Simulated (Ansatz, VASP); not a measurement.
GaN in VASP and in Ansatz

INCAR

```
SYSTEM = GaN
ALGO = Normal
EDIFF = 1E-6
ENCUT = 520
ISIF = 2
ISMEAR = 0
LASPH = .TRUE.
LCHARG = .TRUE.
LELF = .TRUE.
LREAL = .FALSE.
LVHAR = .TRUE.
LWAVE = .FALSE.
NBANDS = 46
NELM = 100
PREC = Accurate
SIGMA = 0.05
```

Contents of KPOINTS:

```
k-points
0
G
  8 6 6
  0 0 0
```

Contents of POSCAR:

```
GaN
1.0
   -3.1515767111      0.0000000000      0.0000000000
    0.0000000000      0.0000000000     -5.1382481593
    0.0000000000     -5.4586909876      0.0000000000
Ga N
4 4
Direct
    0.5000000000      0.0042591640      0.1666635719
    0.0000000000      0.0042591640      0.6666635719
    0.0000000000      0.5042591640      0.3333364281
    0.5000000000      0.5042591640      0.8333364281
    0.5000000000      0.6065884424      0.1666476341
    0.0000000000      0.6065884424      0.6666476341
    0.0000000000      0.1065884424      0.3333523659
    0.5000000000      0.1065884424      0.8333523659
```

Input for Ansatz:

```yaml
crystal:
  lattice:
    - [-3.1515767111, 0.0, 0.0]
    - [0.0, 0.0, -5.1382481593]
    - [0.0, -5.4586909876, 0.0]
  atoms:
    - { symbol: Ga, position: [0.5, 0.004259164, 0.1666635719] }
    - { symbol: Ga, position: [0.0, 0.004259164, 0.6666635719] }
    - { symbol: Ga, position: [0.0, 0.504259164, 0.3333364281] }
    - { symbol: Ga, position: [0.5, 0.504259164, 0.8333364281] }
    - { symbol: "N", position: [0.5, 0.6065884424, 0.1666476341] }
    - { symbol: "N", position: [0.0, 0.6065884424, 0.6666476341] }
    - { symbol: "N", position: [0.0, 0.1065884424, 0.3333523659] }
    - { symbol: "N", position: [0.5, 0.1065884424, 0.8333523659] }
basis:
  ecutwfc: 520.0
kpoints:
  mp_grid: { grid: [8, 6, 6] }
hamiltonian:
  xc: lda
  pseudopotentials: { kind: paw, azcp: { folder: soft_1 } }
scf:
  occupations: { method: gaussian, width: 0.05 }
output:
  forces: true
  stress: true
  eigenvalues: true
```

Change from the starting cell: mode 11 frozen in at +0.000 Å and mode 13 at +0.091 Å (largest displacements).

Alike in both runs: task single point; functional LDA; k mesh 8 × 6 × 6; occupations gaussian, width 0.05 eV; no spin polarisation.

|  | VASP | Ansatz |
| --- | --- | --- |
| version | VASP 6.6.1 | Ansatz 0.2.0 |
| potentials or method | VASP PAW LDA potentials, release 64 (Ga_d, N), cutoff 520 eV | scalar-relativistic, plane waves, PAW |
| valence electrons in the cell | 72 | 72 |

VASP gave:

```
gap on the k mesh at the Fermi level (eV)                     : 2.04
least direct gap on the mesh (eV)                             : 2.04
pressure (GPa)                                                : 2.4
traceless stress, the component that is largest in VASP (GPa) : -7.02
rms of the force components (eV/Å)                            : 0.586
```

What did Ansatz give for the same quantities?

gap on the k mesh at the Fermi level (eV): 2.03; least direct gap on the mesh (eV): 2.03; pressure (GPa): 1.2; traceless stress, the component that is largest in VASP (GPa): -6.65; rms of the force components (eV/Å): 0.574.

Ansatz warns that its potentials were made for another functional, while VASP's fit it. LDA's correlation is that of Perdew and Zunger in VASP and of Perdew and Wang (1992) in Ansatz. Atom by atom the forces differ by 0.012 eV/Å (rms over components).
